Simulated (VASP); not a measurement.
A run of VASP 6.6.1 is set up as follows.

Contents of INCAR:

```
SYSTEM = Hf
PREC = Accurate ; ENCUT = 600
EDIFF = 1E-6 ; ISMEAR = -1
SIGMA = 0.08 ; LREAL = .FALSE.
LASPH = .TRUE. ; NELM = 80
ALGO = Normal ; ISIF = 3
LWAVE = .FALSE. ; LCHARG = .FALSE.
GGA = PE ; IBRION = 2
NSW = 32 ; EDIFFG = -0.005
PSTRESS = 4300.0
```

Contents of KPOINTS:

```
regular mesh
0
G
  20 20 20
  0 0 0
```

The input POSCAR:

```
Hf
1.0
   -1.3236341222      1.3236341222      1.3236341222
    1.3236341222     -1.3236341222      1.3236341222
    1.3236341222      1.3236341222     -1.3236341222
Hf
1
Direct
    0.0000000000      0.0000000000      0.0000000000
```

Potentials or basis: VASP PAW PBE potentials, release 64 (Hf_pv).

Run with:

```console
$ cat potpaw_PBE.64/Hf_pv/POTCAR > POTCAR
$ mpirun -np 1 vasp_std > vasp.out
```

Question: Predict the band gap on the k mesh.

Answer: Zero (band 5 reaches 15.11 eV, above the bottom of band 6 at 10.96 eV).

Question: What does it give for the space group after relaxing (to 0.05 Å)?

Answer: Im-3m (No. 229).

The path:
```tsv
step	energy change (eV)	largest force (eV/Å)	pressure (GPa)	volume (Å³)
1	0.0000	0.0000	422.68	9.28
2	1.6266	0.0000	517.03	8.72
3	0.1260	0.0000	429.71	9.23
4	0.1310	0.0000	429.85	9.23
5	0.1361	0.0000	430.14	9.22
6	0.1132	0.0000	429.03	9.23
7	0.1333	0.0000	430.08	9.23
```

Caveat: the cell is relaxed towards a set pressure, so the enthalpy falls and the energy may rise; spin-orbit coupling is left out, which moves the levels of the heavy elements.
